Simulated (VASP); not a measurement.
Set up this calculation in VASP 6.6.1, as the native input.

```
Task                   : single point
Functional             : PBE
Potentials or basis    : VASP PAW PBE potentials, release 64 (Fe, O)
Cutoff                 : 520 eV
k mesh                 : 4 × 4 × 4
Occupations            : gaussian, width 0.05 eV
Spin                   : collinear spin, antiferromagnetic start
Starting moments       : [5.0, 5.0, -5.0, -5.0, 0.0, 0.0, 0.0, 0.0, 0.0, 0.0] μB
Hubbard terms          : Fe d U = 4.0 eV
Dipole correction      : no
Further INCAR settings : ALGO = Normal; EDIFF = 1e-06; NBANDS = 49
```

The structure of Fe2O3 lies in POSCAR:

```
Fe2O3
1.0
    2.5847951765      1.4923321910      4.6467741358
   -2.5847951765      1.4923321910      4.6467741358
    0.0000000000     -2.9846643819      4.6467741358
Fe O
4 6
Direct
    0.3549336527      0.3549336527      0.3549336527
    0.1450663473      0.1450663473      0.1450663473
    0.6450663473      0.6450663473      0.6450663473
    0.8549336527      0.8549336527      0.8549336527
    0.5536335342      0.9463664658      0.2500000000
    0.2500000000      0.5536335342      0.9463664658
    0.9463664658      0.2500000000      0.5536335342
    0.4463664658      0.0536335342      0.7500000000
    0.7500000000      0.4463664658      0.0536335342
    0.0536335342      0.7500000000      0.4463664658
```

These files were run (other wordings do the same):

INCAR

```
SYSTEM = Fe2O3
  PREC = Accurate
  ENCUT = 520
  EDIFF = 1E-6
  ISMEAR = 0
  SIGMA = 0.05
  LREAL = .FALSE.
  LASPH = .TRUE.
  NELM = 150
  ALGO = Normal
  ISIF = 2
  LWAVE = .FALSE.
  LCHARG = .FALSE.
  ISPIN = 2
  MAGMOM = 5 5 -5 -5 0 0 0 0 0 0
  LORBIT = 11
  LMAXMIX = 4
  LDAU = .TRUE.
  LDAUTYPE = 2
  LDAUL = 2 -1
  LDAUU = 4 0
  LDAUJ = 0 0
  LDAUPRINT = 1
  GGA = PE
  NBANDS = 49
```

KPOINTS

```
regular mesh
0
G
  4 4 4
  0 0 0
```

Potentials or basis: VASP PAW PBE potentials, release 64 (Fe, O).

Run with:

```bash
$ cat potpaw_PBE.64/Fe/POTCAR potpaw_PBE.64/O/POTCAR > POTCAR
$ mpirun -np 1 vasp_std > vasp.out
```

It gave:

The pressure is -6.6 GPa. The largest force is 0.262 eV/Å and the band gap on the k mesh is 1.77 eV (least direct gap 1.89 eV). The net moment is 0.00 μB per cell, the site moments are Fe +4.22, -4.22 (each value once); O -0.06, +0.06 (each value once) μB and the valence electrons inside the program's atomic spheres are Fe 6.62; O 5.01.

Caveat: the cell stands under tension.

Wall time 5.8 min on 1 thread of Intel Xeon 8259CL (shared host), peak memory 0.37 GiB.
